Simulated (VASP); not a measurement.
Input of a VASP 6.6.1 run:

The input INCAR:

```
SYSTEM = SrOs
PREC = Accurate
ENCUT = 520
EDIFF = 1E-7
ISMEAR = 0
SIGMA = 0.05
LREAL = .False.
LASPH = .True.
NELM = 60
ALGO = Normal
ISIF = 2
LWAVE = .False.
LCHARG = .False.
GGA = PE
NBANDS = 16
```

The input KPOINTS:

```
Automatic mesh
0
Gamma
  10 10 10
  0 0 0
```

File POSCAR:

```
SrOs
1.0
    3.6242114025      0.0000000000      0.0000000000
    0.0000000000      3.6242114025      0.0000000000
    0.0000000000      0.0000000000      3.6242114025
Sr Os
1 1
Direct
    0.0000000000      0.0000000000      0.0000000000
    0.5000000000      0.5000000000      0.5000000000
```

Potentials or basis: VASP PAW PBE potentials, release 64 (Sr_sv, Os).

Run with:

```sh
$ cat potpaw_PBE.64/Sr_sv/POTCAR potpaw_PBE.64/Os/POTCAR > POTCAR
$ mpirun -np 1 vasp_std > vasp.out
```

Problem. Estimate the pressure.

Solution. -0.9 GPa.

Problem. Estimate the band gap on the k mesh.

Solution. Zero (bands 9 and 10 overlap by 1.59 eV).

Caveat: spin-orbit coupling is left out, which moves the levels of the heavy elements.
